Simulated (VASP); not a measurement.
Write the native input for VASP 6.6.1 that does the following.

```yaml
Task: single point
Functional: r2SCAN
Potentials_or_basis: VASP PAW PBE potentials, release 64 (Sc_sv, Zn)
Cutoff: 520 eV
k_mesh: 10 × 10 × 10
Occupations: fermi-dirac, width 0.1 eV
Spin: no spin polarisation
Dipole_correction: no
Further_INCAR_settings: ALGO = Normal; EDIFF = 1e-06; NBANDS = 18
```

The system is ScZn.

```xyz
2
Lattice="3.3548 0.0000 0.0000 0.0000 3.3548 0.0000 0.0000 0.0000 3.3548" Properties=species:S:1:pos:R:3 pbc="T T T"
Sc    0.0000    0.0000    0.0000
Zn    1.6774    1.6774    1.6774
```

The input as run:

POSCAR

```
ScZn
1.0
    3.3547666300      0.0000000000      0.0000000000
    0.0000000000      3.3547666300      0.0000000000
    0.0000000000      0.0000000000      3.3547666300
Sc Zn
1 1
Direct
    0.0000000000      0.0000000000      0.0000000000
    0.5000000000      0.5000000000      0.5000000000
```

INCAR.step1

```
PREC = Accurate
ENCUT = 520
ISMEAR = -1
SIGMA = 0.1
LREAL = F
LASPH = T
NELM = 100
NBANDS = 18
GGA = PE
ALGO = Normal
EDIFF = 1E-4
LWAVE = T
LCHARG = F
```

INCAR.step2

```
PREC = Accurate
ENCUT = 520
EDIFF = 1E-6
ISMEAR = -1
SIGMA = 0.1
LREAL = F
LASPH = T
NELM = 100
ALGO = Normal
ISIF = 2
LWAVE = F
LCHARG = F
METAGGA = R2SCAN
LMIXTAU = T
NBANDS = 18
ISTART = 1
```

KPOINTS

```
regular mesh
0
Gamma
  10 10 10
```

Potentials or basis: VASP PAW PBE potentials, release 64 (Sc_sv, Zn).

Command:

```console
$ cat potpaw_PBE.64/Sc_sv/POTCAR potpaw_PBE.64/Zn/POTCAR > POTCAR
$ cp INCAR.step1 INCAR
$ mpirun -np 1 vasp_std > vasp.out
$ cp INCAR.step2 INCAR
$ mpirun -np 1 vasp_std > vasp.out
```

Results of the run:

```
Pressure : -1.3 GPa
```

Caveat: the PAW data sets were made with another functional, which shifts forces and pressure a little.

Wall time 62 s on 1 thread of Intel(R) Xeon(R) 6975P-C (Granite Rapids), on a shared host, peak memory 0.18 GiB.
